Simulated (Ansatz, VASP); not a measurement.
TiSn in VASP and in Ansatz

Contents of INCAR:

```
ALGO = Normal ; EDIFF = 1E-6
ENCUT = 520 ; GGA = PE
ISIF = 2 ; ISMEAR = -1
LASPH = True ; LCHARG = False
LREAL = False ; LWAVE = False
NBANDS = 20 ; NELM = 60
PREC = Accurate ; SIGMA = 0.05
```

The input KPOINTS:

```
k-points
0
Gamma
  8 8 8
```

File POSCAR:

```
TiSn
1.0
    0.0000000000      2.8190972293      2.8190972293
    2.8190972293      0.0000000000      2.8190972293
    2.8190972293      2.8190972293      0.0000000000
Ti Sn
1 1
Direct
    0.0000000000      0.0000000000      0.0000000000
    0.5000000000      0.5000000000      0.5000000000
```

input.yaml

```yaml
crystal:
  lattice:
    - [0.0, 2.8190972293, 2.8190972293]
    - [2.8190972293, 0.0, 2.8190972293]
    - [2.8190972293, 2.8190972293, 0.0]
  atoms:
    - { symbol: Ti, position: [0.0, 0.0, 0.0] }
    - { symbol: Sn, position: [0.5, 0.5, 0.5] }
hamiltonian:
  xc: pbe
  pseudopotentials: { kind: paw, azcp: { folder: soft_1 } }
kpoints:
  mp_grid: { grid: [8, 8, 8] }
scf:
  occupations: { method: fermi_dirac, width: 0.05 }
output:
  forces: true
  stress: true
  eigenvalues: true
```

Alike in both runs: task single point; functional PBE; k mesh 8 × 8 × 8; occupations fermi-dirac, width 0.05 eV; no spin polarisation.

|  | VASP | Ansatz |
| --- | --- | --- |
| version | VASP 6.6.1 | Ansatz 0.2.0 |
| potentials or method | VASP PAW PBE potentials, release 64 (Ti_sv, Sn_d) | Ansatz PAW soft_1 |
| plane-wave cutoff (eV) | 520 | 420 |
| valence electrons in the cell | 26 | 26 |

|  | VASP | Ansatz | Ansatz less VASP |
| --- | --- | --- | --- |
| gap on the k mesh at the Fermi level (eV) | none | none | - |
| pressure (GPa) | -1.6 | -1.6 | -0.03 |

A gap of «none» marks a metal or a gap that the smearing closes. The functional is the same, so the differences come from potentials, cutoffs and numerics.
